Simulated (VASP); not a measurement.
Wanted: the native input for a VASP 6.6.1 run.

| Quantity | Value |
| --- | --- |
| Task | single point |
| Functional | LDA |
| Potentials or basis | VASP PAW LDA potentials, release 64 (In_d, P) |
| Cutoff | 500 eV |
| k mesh | 4 × 4 × 4 |
| Occupations | gaussian, width 0.05 eV |
| Spin | no spin polarisation |
| Dipole correction | no |
| Further INCAR settings | ALGO = Normal; EDIFF = 1e-06; NBANDS = 16 |

The structure of InP lies in POSCAR:

```
InP
1.0
    0.0000000000      2.6109101259      3.6918269180
    2.6109101259      0.0000000000      3.6918269180
    2.6109101259      2.6109101259      0.0000000000
In P
1 1
Direct
    0.0000000000      0.0000000000      0.0000000000
    0.7500000000      0.7500000000      0.7500000000
```

This cell differs from its parent crystal: ratio of the length along z to the lengths across it x 1.414, volume and fractional coordinates fixed.

The input as run:

INCAR

```
ALGO     = Normal         # electronic algorithm
EDIFF    = 1E-6           # SCF threshold, eV
ENCUT    = 500            # plane-wave cutoff, eV
GGA_COMPAT= False        
ISIF     = 2              # what is computed and relaxed
ISMEAR   = 0              # smearing method
LASPH    = True           # aspherical terms in the spheres
LCHARG   = False          # write CHGCAR
LREAL    = False          # projectors in reciprocal space
LWAVE    = False          # write WAVECAR
NBANDS   = 16             # bands
NELM     = 120            # most SCF steps
PREC     = Accurate       # precision mode
SIGMA    = 0.05           # smearing width, eV
```

KPOINTS

```
k-points
0
Gamma
  4 4 4
```

Potentials or basis: VASP PAW LDA potentials, release 64 (In_d, P).

Launch:

```console
$ cat potpaw_LDA.64/In_d/POTCAR potpaw_LDA.64/P/POTCAR > POTCAR
$ mpirun -np 1 vasp_std > vasp.out
```

It gave:

The pressure is -2.6 GPa and the band gap on the k mesh is zero (band 9 reaches 5.81 eV, above the bottom of band 10 at 5.55 eV).

Caveat: the k points lie up to 0.48 Å⁻¹ apart; spin-orbit coupling is left out, which moves the levels of the heavy elements.

It took 9.2 s on 1 thread of Intel(R) Xeon(R) Platinum 8259CL CPU @ 2.50GHz (Skylake/Cascade Lake), with other jobs on the host, peak memory 0.15 GiB.
